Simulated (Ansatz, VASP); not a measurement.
# Ag in VASP and in Ansatz

File INCAR:

```
SYSTEM = Ag
PREC = Accurate
ENCUT = 520
EDIFF = 1E-6
ISMEAR = 0
SIGMA = 0.15
LREAL = .False.
LASPH = .True.
NELM = 100
ALGO = Normal
ISIF = 2
LWAVE = .False.
LCHARG = .False.
GGA = PS
NBANDS = 12
```

KPOINTS

```
regular mesh
0
Gamma
  20 20 20
  0 0 0
```

Contents of POSCAR:

```
Ag
1.0
    0.0000000000      2.0431000000      1.8898675000
    2.0431000000      0.0000000000      1.8898675000
    2.0431000000      2.0431000000      0.0000000000
Ag
1
Direct
    0.0000000000      0.0000000000      0.0000000000
```

Input for Ansatz:

```yaml
crystal:
  lattice:
    - [0.0, 2.0431, 1.8898675]
    - [2.0431, 0.0, 1.8898675]
    - [2.0431, 2.0431, 0.0]
  atoms:
    - { symbol: Ag, position: [0.0, 0.0, 0.0] }
basis:
  ecutwfc: 420
kpoints:
  mp_grid: { grid: [20, 20, 20] }
hamiltonian:
  xc: pbesol
scf:
  occupations: { method: gaussian, width: 0.15 }
output:
  forces: true
  stress: true
  eigenvalues: true
```

Change from the starting cell: strain -0.0750 x Voigt [0, 0, 1, 0, 0, 0], atoms carried along.

Alike in both runs: task single point; functional PBEsol; k mesh 20 × 20 × 20; occupations gaussian, width 0.15 eV; no spin polarisation.

```csv
,VASP,Ansatz
version,VASP 6.6.1,Ansatz 0.2.0
potentials or method,"VASP PAW PBE potentials, release 64 (Ag), cutoff 520 eV","scalar-relativistic, plane waves, PAW"
valence electrons in the cell,11,19
```

|  | VASP | Ansatz | Ansatz less VASP |
| --- | --- | --- | --- |
| gap on the k mesh at the Fermi level (eV) | none | none | - |
| pressure (GPa) | 7.4 | 7.7 | +0.32 |
| traceless stress, the component that is largest in VASP (GPa) | 1.92 | 1.93 | +0.012 |

VASP's potentials were made for PBE, not for PBEsol. A gap of «none» marks a metal or a gap that the smearing closes. The functional is the same, so the differences come from potentials, cutoffs and numerics. VASP's potentials hold 11 valence electrons a cell and Ansatz's 19, so a difference there can come from the potentials and not from the codes.
